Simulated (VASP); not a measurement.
Set up this calculation in VASP 6.6.1, as the native input.

- Task: relaxation of cell and atoms
- Functional: LDA
- Potentials or basis: VASP PAW LDA potentials, release 64 (Mg_sv, O)
- Cutoff: 840 eV
- k mesh: 8 × 8 × 8
- Occupations: gaussian, width 0.1 eV
- Spin: no spin polarisation
- Dipole correction: no
- Further INCAR settings: ALGO = Normal; EDIFF = 1e-07; IBRION = 2; EDIFFG = -0.05; NSW = 100; ISIF = 3

The structure of MgO lies in POSCAR:

```
MgO
1.0
    0.0000000000      2.1245000000      2.1245000000
    2.1245000000      0.0000000000      2.1245000000
    2.1245000000      2.1245000000      0.0000000000
Mg O
1 1
Direct
    0.0000000000      0.0000000000      0.0000000000
    0.5000000000      0.5000000000      0.5000000000
```

These files were run (other wordings do the same):

INCAR

```
SYSTEM = MgO
ALGO = Normal
EDIFF = 1E-7
EDIFFG = -0.05
ENCUT = 840
GGA_COMPAT = .FALSE.
IBRION = 2
ISIF = 3
ISMEAR = 0
LASPH = .TRUE.
LCHARG = .FALSE.
LREAL = .FALSE.
LWAVE = .FALSE.
NELM = 120
NELMIN = 4
NSW = 100
PREC = Accurate
SIGMA = 0.1
```

KPOINTS

```
k-points
0
G
  8 8 8
  0 0 0
```

Potentials or basis: VASP PAW LDA potentials, release 64 (Mg_sv, O).

The run is started by

```bash
$ cat potpaw_LDA.64/Mg_sv/POTCAR potpaw_LDA.64/O/POTCAR > POTCAR
$ mpirun -np 1 vasp_std > vasp.out
```

Results of the run:

- Relaxed volume: 9.04 Å³/atom
- Relaxed cell: a = 2.946 Å, b = 2.946 Å, c = 2.946 Å, α = 60.00°, β = 60.00°, γ = 60.00°
- Space group after relaxing (to 0.1 Å): Fm-3m (No. 225)
- Energy gained by relaxing: 16.7 meV/atom
- Ionic steps: 3
- Pressure after relaxing: 0.0 GPa
- Band gap on the k mesh: 5.00 eV

It took 21 s on 1 thread of Intel(R) Xeon(R) Platinum 8259CL CPU @ 2.50GHz (Skylake/Cascade Lake) (shared host), peak memory 0.15 GiB.
